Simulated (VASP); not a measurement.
TePtSe3:

```
CELL_PARAMETERS angstrom
4.27722 0.00000 0.00000
0.00000 4.27722 0.00000
0.00000 0.00000 8.44911
ATOMIC_POSITIONS crystal
Te 0.00000 0.00000 0.50000
Pt 0.00000 0.00000 0.00000
Se 0.50000 0.50000 0.50000
Se 0.50000 0.50000 0.84568
Se 0.50000 0.50000 0.15432
```

The cell was generated, and may not be a known phase.

| Quantity | Value |
| --- | --- |
| Program | VASP 6.6.1 |
| Task | relaxation of cell and atoms |
| Functional | PBE |
| Potentials or basis | VASP PAW PBE potentials, release 64 (Te, Pt, Se) |
| Cutoff | 600 eV |
| k mesh | 4 × 4 × 2 |
| Occupations | gaussian, width 0.1 eV |
| Spin | no spin polarisation |

At the start: pressure -8.7 GPa; volume 30.91 Å³/atom.

Q: How do energy, volume and symmetry change on relaxing?

A: Over 16 steps the energy falls by 409.5 meV/atom and the volume is 27.92 Å³/atom (-9.7 %); space group P4/mmm (No. 123, to 0.1 Å) before and after.

The path:
```tsv
step	energy change (eV)	largest force (eV/Å)	pressure (GPa)	volume (Å³)
1	0.0000	1.7498	-8.68	154.57
2	-1.3673	0.5786	2.87	120.00
3	-1.3747	0.7964	1.59	121.88
4	-1.7018	0.8833	2.82	121.24
5	-1.7857	0.6425	4.88	120.46
6	-1.9863	0.4641	1.44	129.41
7	-2.0311	0.2421	-1.30	141.31
8	-2.0363	0.2815	-0.79	138.57
9	-2.0365	0.2897	-0.68	137.99
10	-2.0438	0.1867	0.21	137.88
11	-2.0439	0.1288	0.10	137.89
12	-2.0461	0.0331	0.31	138.12
13	-2.0461	0.0147	0.28	138.09
14	-2.0469	0.1026	0.01	138.94
15	-2.0469	0.1179	-0.04	139.09
16	-2.0475	0.0221	-0.06	139.61
```

Final structure:
```
CELL_PARAMETERS angstrom
3.81448 0.00000 0.00000
0.00000 3.81448 0.00000
0.00000 0.00000 9.59475
ATOMIC_POSITIONS crystal
Te 0.00000 0.00000 0.50000
Pt 0.00000 0.00000 0.00000
Se 0.50000 0.50000 0.50000
Se 0.50000 0.50000 0.88115
Se 0.50000 0.50000 0.11885
```

Caveat: the k points lie up to 0.41 Å⁻¹ apart in the final cell, too coarse for converged energies and pressures of a metal; this functional lacks dispersion, which binds layers or chains, so the pressure and a relaxed spacing across them are unreliable.
